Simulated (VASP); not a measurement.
# O (Fm-3m) in VASP: further runs, part 2 of 2

VASP 6.6.1.

## Step 3: Single point, PBE (volume scaled by 0.6)

Contents of INCAR:

```
PREC = Accurate
ENCUT = 520
EDIFF = 1E-6
ISMEAR = -1
SIGMA = 0.1
LREAL = F
LASPH = T
NELM = 60
ALGO = Normal
ISIF = 2
LWAVE = F
LCHARG = T
GGA = PE
LELF = T
LVHAR = T
NBANDS = 9
```

Contents of KPOINTS:

```
Automatic mesh
0
Gamma
  20 20 20
```

Contents of POSCAR:

```
O
1.0
    0.0000000000      1.3402165282      1.3402165282
    1.3402165282      0.0000000000      1.3402165282
    1.3402165282      1.3402165282      0.0000000000
O
1
Direct
    0.0000000000      0.0000000000      0.0000000000
```

Potentials or basis: VASP PAW PBE potentials, release 64 (O).

Run with:

```
$ cat potpaw_PBE.64/O/POTCAR > POTCAR
$ mpirun -np 1 vasp_std > vasp.out
```

It took 5.9 s on 1 thread of Intel Xeon 8259CL, shared host; peak memory 0.11 GiB.

Results (log left out):

```
Free energy            : -0.8815 eV
Pressure               : 225.3 GPa
Band gap on the k mesh : zero (band 3 reaches 13.64 eV, above the bottom of band 4 at 6.39 eV)
```

Levels at points of the mesh, in eV from the Fermi level:
| k point | band 1 | band 2 | band 3 | band 4 | band 5 | band 6 | band 7 | band 8 |
| --- | --- | --- | --- | --- | --- | --- | --- | --- |
| (0.00, 0.00, 0.00) | -28.42 | 3.72 | 3.72 | 3.72 | 30.30 | 41.52 | 41.52 | 41.52 |
| (0.50, 0.00, 0.00) | -19.14 | -12.64 | 2.16 | 2.16 | 28.51 | 34.12 | 38.12 | 38.12 |
| (0.50, 0.50, 0.00) | -15.68 | -10.66 | -1.49 | -1.49 | 18.67 | 23.59 | 41.83 | 53.44 |

## Step 4: Single point, PBE (volume scaled by 0.6)

Contents of INCAR:

```
SYSTEM = O
PREC = Accurate
ENCUT = 520
EDIFF = 1E-7
ISMEAR = -1
SIGMA = 0.1
LREAL = .FALSE.
LASPH = .TRUE.
NELM = 60
ALGO = Normal
ISIF = 2
LWAVE = .FALSE.
LCHARG = .TRUE.
GGA = PE
LELF = .TRUE.
LVHAR = .TRUE.
NBANDS = 9
```

Contents of KPOINTS:

```
regular mesh
0
G
  20 20 20
  0 0 0
```

POSCAR is that of step 3.

Potentials or basis: VASP PAW PBE potentials, release 64 (O).

Run with:

```
$ cat potpaw_PBE.64/O/POTCAR > POTCAR
$ mpirun -np 1 vasp_std > vasp.out
```

OUTCAR:

```text
SYSTEM = O
   PREC = Accurate
   ENCUT = 520
   EDIFF = 1E-7
   ISMEAR = -1
   LREAL = .FALSE.
   LASPH = .TRUE.
   NELM = 60
   ISIF = 2
   GGA = PE

 ion  position               nearest neighbor table
   1  0.000  0.000  0.000-

  LATTYP: Found a face centered cubic cell.
 ALAT       =     2.6804330564

  Lattice vectors:

 A1 = (   0.0000000000,   1.3402165282,   1.3402165282)
 A2 = (   1.3402165282,   0.0000000000,   1.3402165282)
 A3 = (   1.3402165282,   1.3402165282,   0.0000000000)

Analysis of symmetry for initial positions (statically):
=====================================================================
 Subroutine PRICEL returns:
 Original cell was already a primitive cell.

 Routine SETGRP: Setting up the symmetry group for a
 face centered cubic supercell.

 Subroutine GETGRP returns: Found 48 space group operations
 (whereof 48 operations were pure point group operations)
 out of a pool of 48 trial point group operations.

The static configuration has the point symmetry O_h .

Analysis of symmetry for dynamics (positions and initial velocities):
[... 154 lines left out ...]
  energy without entropy =       -0.86093617  energy(sigma->0) =       -0.87119388

 E-fermi :   9.9134     XC(G=0): -15.1794

 val. band max:        9.9110240423   @ k =  -0.2000   0.1500   0.0000
 cond. band min:       9.9176098443   @ k =   0.3500   0.2000   0.1000
 fundamental gap:      0.0065858020
 Fermi energy:         9.9133791981

 k-point     1 :       0.0000    0.0000    0.0000
  band No.  band energies     occupation
      1     -18.5047      2.00000
      2      13.6368      0.00000
      3      13.6368      0.00000
      4      13.6368      0.00000
      5      40.2108      0.00000
      6      51.4334      0.00000
      7      51.4334      0.00000
      8      51.4334      0.00000
      9      57.6545      0.00000
[... 265 lines left out ...]
 k-point    24 :      -0.3500    0.0500    0.0000
  band No.  band energies     occupation
      1     -12.1722      2.00000
      2       1.4473      2.00000
      3      11.7982      0.00000
      4      12.4288      0.00000
      5      39.2568      0.00000
      6      43.3029      0.00000
      7      48.7715      0.00000
      8      49.2505      0.00000
      9      59.1219      0.00000

 [... further k-points ...]
[... 5 lines left out ...]
  --------------------------------------------------------------------------------------
  -------------------------------------------------------------------------------------
  Total        6.7692614      6.7692614      6.7692614      0.0000000     -0.0000000      0.0000000
  in kB     2252.6668384   2252.6668384   2252.6668384      0.0000000     -0.0000000      0.0000000
  external PRESSURE =    2252.6668384 kB  Pullay stress =       0.0000000 kB

 VOLUME and BASIS-vectors are now :
 -----------------------------------------------------------------------------
  energy-cutoff  :      520.00
  volume of cell :        4.81
      direct lattice vectors                 reciprocal lattice vectors
     0.000000000  1.340216528  1.340216528    -0.373074044  0.373074044  0.373074044
     1.340216528  0.000000000  1.340216528     0.373074044 -0.373074044  0.373074044
     1.340216528  1.340216528  0.000000000     0.373074044  0.373074044 -0.373074044

 POSITION                                       TOTAL-FORCE (eV/Angst)
 -----------------------------------------------------------------------------------
      0.00000      0.00000      0.00000         0.000000     -0.000000     -0.000000
 -----------------------------------------------------------------------------------
    total drift:                               -0.000000     -0.000000     -0.000000

  FREE ENERGIE OF THE ION-ELECTRON SYSTEM (eV)
  ---------------------------------------------------
  free  energy   TOTEN  =        -0.8814515914 eV

  energy  without entropy=       -0.8609361713  energy(sigma->0) =       -0.87119388
```

OSZICAR:

```text
N       E                     dE             d eps       ncg     rms          rms(c)
DAV:   1     0.635467830705E+01    0.63547E+01   -0.40751E+03  5346   0.689E+02
DAV:   2    -0.868586498457E+00   -0.72233E+01   -0.68128E+01  5265   0.873E+01
DAV:   3    -0.910539415500E+00   -0.41953E-01   -0.41866E-01  4970   0.496E+00
DAV:   4    -0.910551786754E+00   -0.12371E-04   -0.12371E-04  4889   0.104E-01
DAV:   5    -0.910551789497E+00   -0.27426E-08   -0.31499E-08  4939   0.157E-03    0.146E+00
DAV:   6    -0.884418245953E+00    0.26134E-01   -0.43152E-02  4698   0.179E+00    0.658E-01
DAV:   7    -0.881074465482E+00    0.33438E-02   -0.22247E-02  4688   0.134E+00    0.139E-01
DAV:   8    -0.881452141282E+00   -0.37768E-03   -0.34410E-04  4734   0.194E-01    0.792E-03
DAV:   9    -0.881452400322E+00   -0.25904E-06   -0.13950E-06  5211   0.123E-02    0.546E-03
DAV:  10    -0.881451617910E+00    0.78241E-06   -0.28509E-07  4736   0.472E-03    0.679E-04
DAV:  11    -0.881451591394E+00    0.26516E-07   -0.26030E-08  2409   0.135E-03
   1 F= -.88145159E+00 E0= -.87119388E+00  d E =-.205154E-01
```

Run time: 7.9 s. Hardware: 1 thread of Intel Xeon 8259CL, shared host; peak memory 0.12 GiB.

What came out:

```
Free energy            : -0.8815 eV
Pressure               : 225.3 GPa
Band gap on the k mesh : zero (band 3 reaches 13.64 eV, above the bottom of band 4 at 6.39 eV)
```

Levels at points of the mesh, in eV from the Fermi level:
```tsv
k point	band 1	band 2	band 3	band 4	band 5	band 6	band 7
(0.00, 0.00, 0.00)	-28.42	3.72	3.72	3.72	30.30	41.52	41.52
(0.50, 0.00, 0.00)	-19.14	-12.64	2.16	2.16	28.51	34.12	38.12
(0.50, 0.50, 0.00)	-15.68	-10.66	-1.49	-1.49	18.67	23.59	41.83
```
